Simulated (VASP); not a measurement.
A run of VASP 6.6.1 is set up as follows.

Contents of INCAR:

```
SYSTEM = Ge
ALGO = Normal ; EDIFF = 1E-6
ENCUT = 520 ; GGA = PE
ISIF = 2 ; ISMEAR = -1
LASPH = .TRUE. ; LCHARG = .FALSE.
LREAL = .FALSE. ; LWAVE = .FALSE.
NBANDS = 13 ; NELM = 60
PREC = Accurate ; SIGMA = 0.08
```

The input KPOINTS:

```
k-points
0
G
  15 15 15
  0 0 0
```

File POSCAR:

```
Ge
1.0
    2.0769476835      0.0000000000      0.0000000000
    0.0000000000      2.0769476835      0.0000000000
    0.0000000000      0.0000000000      2.0769476835
Ge
1
Direct
    0.0000000000      0.0000000000      0.0000000000
```

Potentials or basis: VASP PAW PBE potentials, release 64 (Ge_d).

Launch:

```console
$ cat potpaw_PBE.64/Ge_d/POTCAR > POTCAR
$ mpirun -np 1 vasp_std > vasp.out
```

Question: Predict the band gap on the k mesh.

Answer: Zero (band 7 reaches 29.81 eV, above the bottom of band 8 at 16.52 eV).

Question: What does it give for the pressure?

Answer: 340.0 GPa.
